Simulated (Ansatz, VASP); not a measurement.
# MgZr2O2 in VASP and in Ansatz

```
Mg Zr O
1.0
    -2.90479    2.90479    3.98800
     2.90479   -2.90479    3.98800
     2.90479    2.90479   -3.98800
Mg Zr O
1 2 2
Direct
  0.50000 0.50000 0.00000
  0.50000 0.00000 0.50000
  0.00000 0.50000 0.50000
  0.75000 0.25000 0.50000
  0.25000 0.75000 0.50000
```

Alike in both runs: functional PBE; k mesh 6 × 6 × 6; occupations gaussian, width 0.1 eV; no spin polarisation.

Ansatz relaxed the structure, and its values are those at the end. VASP's run is a single point on that final structure, the one shown.

```csv
,VASP,Ansatz
version,VASP 6.6.1,Ansatz 0.2.0
potentials or method,"VASP PAW PBE potentials, release 64 (Mg, Zr_sv, O), cutoff 520 eV","scalar-relativistic, plane waves, PAW"
valence electrons in the cell,38,46
```

```tsv
	VASP	Ansatz	Ansatz less VASP
gap on the k mesh at the Fermi level (eV)	none	none	-
pressure (GPa)	0.3	0.2	-0.10
```

A gap of «none» marks a metal or a gap that the smearing closes. VASP's potentials hold 38 valence electrons a cell and Ansatz's 46, so a difference there can come from the potentials and not from the codes.
